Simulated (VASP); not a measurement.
# MgO (I4mm) in VASP: a series of runs, part 2 of 2

VASP 6.6.1. The steps go on from the part before.

## Step 3: Single point, r2SCAN

Input file POSCAR:

```
MgO
1.0
    0.0000000000      2.1351500000      2.1351500000
    2.1351500000      0.0000000000      2.1351500000
    2.1351500000      2.1351500000      0.0000000000
Mg O
1 1
Direct
    0.0000000000      0.0000000000      0.0000000000
    0.4853640259      0.4853640259      0.5146359741
```

Input file INCAR.step1:

```
SYSTEM = MgO
PREC = Accurate
ENCUT = 660
ISMEAR = 0
SIGMA = 0.05
LREAL = .False.
LASPH = .True.
NELM = 120
NBANDS = 15
GGA = PE
ALGO = Normal
EDIFF = 1E-5
LWAVE = .True.
LCHARG = .False.
GGA_COMPAT = .False.
```

Input file INCAR.step2:

```
SYSTEM = MgO
PREC = Accurate
ENCUT = 660
EDIFF = 1E-6
ISMEAR = 0
SIGMA = 0.05
LREAL = .False.
LASPH = .True.
NELM = 120
ALGO = Normal
ISIF = 2
LWAVE = .False.
LCHARG = .False.
METAGGA = R2SCAN
LMIXTAU = .True.
NBANDS = 15
ISTART = 1
GGA_COMPAT = .False.
```

Input file KPOINTS:

```
regular mesh
0
Gamma
  10 10 10
  0 0 0
```

Potentials or basis: VASP PAW PBE potentials, release 64 (Mg_sv, O).

Launch:

```console
> cat potpaw_PBE.64/Mg_sv/POTCAR potpaw_PBE.64/O/POTCAR > POTCAR
> cp INCAR.step1 INCAR
> mpirun -np 1 vasp_std > vasp.out
> cp INCAR.step2 INCAR
> mpirun -np 1 vasp_std > vasp.out
```

OUTCAR:

```text
SYSTEM = MgO
   PREC = Accurate
   ENCUT = 660
   EDIFF = 1E-6
   ISMEAR = 0
   LREAL = .False.
   LASPH = .True.
   NELM = 120
   ISIF = 2
   METAGGA = R2SCAN
   ISTART = 1

 ion  position               nearest neighbor table
   1  0.000  0.000  0.000-   2 2.07
   2  0.485  0.485  0.515-   1 2.07

  LATTYP: Found a face centered cubic cell.
 ALAT       =     4.2703000000

  Lattice vectors:

 A1 = (   0.0000000000,   2.1351500000,   2.1351500000)
 A2 = (   2.1351500000,   0.0000000000,   2.1351500000)
 A3 = (   2.1351500000,   2.1351500000,   0.0000000000)

Analysis of symmetry for initial positions (statically):
=====================================================================
 Subroutine PRICEL returns:
 Original cell was already a primitive cell.

 Routine SETGRP: Setting up the symmetry group for a
 face centered cubic supercell.

 Subroutine GETGRP returns: Found  8 space group operations
 (whereof  8 operations were pure point group operations)
 out of a pool of 48 trial point group operations.

The static configuration has the point symmetry C_4v.

Analysis of symmetry for dynamics (positions and initial velocities):
=====================================================================
 Subroutine PRICEL returns:
 Original cell was already a primitive cell.

 Routine SETGRP: Setting up the symmetry group for a
 face centered cubic supercell.

 Subroutine GETGRP returns: Found  8 space group operations
 (whereof  8 operations were pure point group operations)
 out of a pool of 48 trial point group operations.

The dynamic configuration has the point symmetry C_4v.

 Subroutine INISYM returns: Found  8 space group operations
 (whereof  8 operations are pure point group operations),
 and found     1 'primitive' translations

----------------------------------------------------------------------------------------

                                     Primitive cell
[... 114 lines left out ...]
  Thomas-Fermi vector in A             =   2.640536
   LORBIT       =      0    0 simple, 1 ext, 2 COOP (PROOUT), +10 PAW based schemes
   METAGGA = R2SCAN    functional components
   LHFCALC =     F    Hartree Fock is set to
   AEXX    =    0.0000 exact exchange contribution
   IVDW    =     0    specifies the selected vdW correction
   LEPSILON=     F    determine dielectric tensor
   LRPA    =     F    only Hartree local field effects (RPA)
 non-spin polarized calculation
 Gauss-broadening in eV      SIGMA  =   0.05
  energy-cutoff  :      660.00
  volume of cell :       19.47
 maximum number of plane-waves:       763
 NGX is ok and might be reduce to    28
   NGX = 13   NGY = 13   NGZ = 13

 number of electron      15.9999998 magnetization

 Free energy of the ion-electron system (eV)
  ---------------------------------------------------
  ext. energy  EPLUGINS =         0.00000000
  ---------------------------------------------------
  free energy    TOTEN  =       -16.14948680 eV

  energy without entropy =      -16.14948680  energy(sigma->0) =      -16.14948680

 E-fermi :   2.6581     XC(G=0): -11.8115

 val. band max:        2.2243945503   @ k =   0.0000   0.0000   0.0000
 cond. band min:       7.4755628587   @ k =   0.0000   0.0000   0.0000
 fundamental gap:      5.2511683084
 Fermi energy:         2.6580684736

 k-point     1 :       0.0000    0.0000    0.0000
  band No.  band energies     occupation
      1     -72.8960      2.00000
      2     -37.9921      2.00000
      3     -37.9921      2.00000
      4     -37.9918      2.00000
      5     -15.7587      2.00000
      6       2.2188      2.00000
      7       2.2244      2.00000
      8       2.2244      2.00000
      9       7.4756      0.00000
     10      18.8498      0.00000
     11      18.8567      0.00000
     12      18.8567      0.00000
     13      22.8215      0.00000
     14      24.6213      0.00000
[... 401 lines left out ...]
      2     -38.0080      2.00000
      3     -37.9967      2.00000
      4     -37.9926      2.00000
      5     -15.5057      2.00000
      6       0.9213      2.00000
      7       1.9068      2.00000
      8       2.1102      2.00000
      9       8.8848      0.00000
     10      16.5334      0.00000
     11      19.2378      0.00000
     12      19.5275      0.00000
     13      22.5209      0.00000
     14      23.9946      0.00000
     15      25.9760      0.00000

 [... further k-points ...]
[... 5 lines left out ...]
  --------------------------------------------------------------------------------------
  -------------------------------------------------------------------------------------
  Total       -0.8839484     -0.8839484     -0.7375158      0.0000000     -0.0000000      0.0000000
  in kB      -72.7482163    -72.7482163    -60.6969355      0.0000000     -0.0000000      0.0000000
  external PRESSURE =     -68.7311227 kB  Pullay stress =       0.0000000 kB

 VOLUME and BASIS-vectors are now :
 -----------------------------------------------------------------------------
  energy-cutoff  :      660.00
  volume of cell :       19.47
      direct lattice vectors                 reciprocal lattice vectors
     0.000000000  2.135150000  2.135150000    -0.234175585  0.234175585  0.234175585
     2.135150000  0.000000000  2.135150000     0.234175585 -0.234175585  0.234175585
     2.135150000  2.135150000  0.000000000     0.234175585  0.234175585 -0.234175585

 POSITION                                       TOTAL-FORCE (eV/Angst)
 -----------------------------------------------------------------------------------
      0.00000      0.00000      0.00000         0.000000      0.000000     -0.296152
      2.13515      2.13515      2.07265         0.000000      0.000000      0.296152
 -----------------------------------------------------------------------------------
    total drift:                                0.000000      0.000000      0.000309

  FREE ENERGIE OF THE ION-ELECTRON SYSTEM (eV)
  ---------------------------------------------------
  free  energy   TOTEN  =       -16.1494867995 eV

  energy  without entropy=      -16.1494867995  energy(sigma->0) =      -16.14948680
```

OSZICAR.step1:

```text
N       E                     dE             d eps       ncg     rms          rms(c)
DAV:   1     0.141607852792E+03    0.14161E+03   -0.11693E+04  3060   0.148E+03
DAV:   2    -0.845065039620E+01   -0.15006E+03   -0.14291E+03  3676   0.391E+02
DAV:   3    -0.134079877219E+02   -0.49573E+01   -0.49346E+01  3909   0.708E+01
DAV:   4    -0.134813223891E+02   -0.73335E-01   -0.73326E-01  3522   0.834E+00
DAV:   5    -0.134827541366E+02   -0.14317E-02   -0.14317E-02  3907   0.950E-01    0.858E+00
DAV:   6    -0.119091706198E+02    0.15736E+01   -0.26614E+00  3347   0.147E+01    0.286E+00
DAV:   7    -0.118970803374E+02    0.12090E-01   -0.13768E-01  3564   0.330E+00    0.174E+00
DAV:   8    -0.118878398977E+02    0.92404E-02   -0.39978E-02  3753   0.221E+00    0.350E-01
DAV:   9    -0.118865533133E+02    0.12866E-02   -0.37990E-03  3543   0.570E-01    0.967E-02
DAV:  10    -0.118867656262E+02   -0.21231E-03   -0.30689E-04  3690   0.179E-01    0.474E-02
DAV:  11    -0.118867541753E+02    0.11451E-04   -0.29413E-05  3865   0.542E-02    0.457E-03
DAV:  12    -0.118867544424E+02   -0.26710E-06   -0.54203E-07  1789   0.954E-03
   1 F= -.11886754E+02 E0= -.11886754E+02  d E =-.408888E-29
```

Wall time 1.8 min (1 thread of Intel Xeon Platinum 8559C (Emerald Rapids), shared host); peak memory 0.18 GiB.

What came out:

```yaml
Free_energy: -16.1495 eV
Pressure: -6.9 GPa
Largest_force: 0.296 eV/Å
Band_gap_on_the_k_mesh: 5.25 eV, direct
```

Forces on the atoms (eV/Å):
```
Mg   0.000  0.000 -0.296
O    0.000  0.000  0.296
```

Stress tensor (GPa, compression positive):
```
-7.27  0.00  0.00
 0.00 -7.27  0.00
 0.00  0.00 -6.07
```

Levels at points of the mesh, in eV from the valence-band top:
```tsv
k point	band 4	band 5	band 6	band 7	band 8	band 9	band 10	band 11	band 12	band 13
(0.00, 0.00, 0.00)	-40.22	-17.98	-0.01	0.00	0.00	5.25	16.63	16.63	16.63	20.60
(0.50, 0.00, 0.00)	-40.22	-16.81	-4.41	-0.63	-0.63	8.56	13.35	17.07	17.09	21.87
(0.50, 0.50, 0.00)	-40.24	-16.61	-3.90	-1.31	-1.31	9.98	10.70	13.87	19.82	19.82
(0.00, 0.50, 0.50)	-40.24	-16.61	-3.91	-1.31	-1.31	9.99	10.71	13.86	19.81	19.84
```

Caveat: the cell differs from its parent crystal (all O atoms moved +0.062 Å, as atom 2 towards its neighbour atom 1 (Mg) at 2.135 Å); the PAW data sets were made with another functional, which shifts forces and pressure a little.

## Step 4: Single point, r2SCAN

Changes to POSCAR since step 3:

```diff
@@ -9,2 +9,2 @@
     0.0000000000      0.0000000000      0.0000000000
-    0.4853640259      0.4853640259      0.5146359741
+    0.4912184156      0.4912184156      0.5087815844
```

Input file INCAR.step1:

```
  ALGO = Normal
  EDIFF = 1E-5
  ENCUT = 660
  GGA = PE
  GGA_COMPAT = F
  ISMEAR = 0
  LASPH = T
  LCHARG = F
  LREAL = F
  LWAVE = T
  NBANDS = 15
  NELM = 120
  PREC = Accurate
  SIGMA = 0.05
```

Input file INCAR.step2:

```
  ALGO = Normal
  EDIFF = 1E-6
  ENCUT = 660
  GGA_COMPAT = F
  ISIF = 2
  ISMEAR = 0
  ISTART = 1
  LASPH = T
  LCHARG = F
  LMIXTAU = T
  LREAL = F
  LWAVE = F
  METAGGA = R2SCAN
  NBANDS = 15
  NELM = 120
  PREC = Accurate
  SIGMA = 0.05
```

Input file KPOINTS:

```
k-points
0
Gamma
  10 10 10
```

Launch:

```console
> cat potpaw_PBE.64/Mg_sv/POTCAR potpaw_PBE.64/O/POTCAR > POTCAR
> cp INCAR.step1 INCAR
> mpirun -np 1 vasp_std > vasp.out
> cp INCAR.step2 INCAR
> mpirun -np 1 vasp_std > vasp.out
```

Wall time 4.1 min (1 thread of Intel Xeon Platinum 8259CL at 2.50GHz (Skylake/Cascade Lake), shared host); peak memory 0.19 GiB.

The run converged. Its results:

- Free energy: -16.1554 eV
- Pressure: -7.1 GPa
- Largest force: 0.176 eV/Å
- Band gap on the k mesh: 5.25 eV, direct

Forces in eV/Å, atoms in the order of the input:
```
Mg   0.000  0.000 -0.176
O    0.000  0.000  0.176
```

Stress tensor (GPa, compression positive):
```
-7.23  0.00  0.00
 0.00 -7.23  0.00
 0.00  0.00 -6.80
```

Levels at points of the mesh, in eV from the valence-band top:
| k point | band 6 | band 7 | band 8 | band 9 | band 10 | band 11 |
| --- | --- | --- | --- | --- | --- | --- |
| (0.00, 0.00, 0.00) | 0.00 | 0.00 | 0.00 | 5.25 | 16.62 | 16.62 |
| (0.50, 0.00, 0.00) | -4.41 | -0.63 | -0.63 | 8.56 | 13.36 | 17.07 |
| (0.50, 0.50, 0.00) | -3.91 | -1.31 | -1.31 | 9.98 | 10.72 | 13.86 |
| (0.00, 0.50, 0.50) | -3.91 | -1.31 | -1.31 | 9.98 | 10.72 | 13.86 |

Caveat: the cell differs from its parent crystal (all O atoms moved +0.037 Å, as atom 2 towards its neighbour atom 1 (Mg) at 2.135 Å); the PAW data sets were made with another functional, which shifts forces and pressure a little.
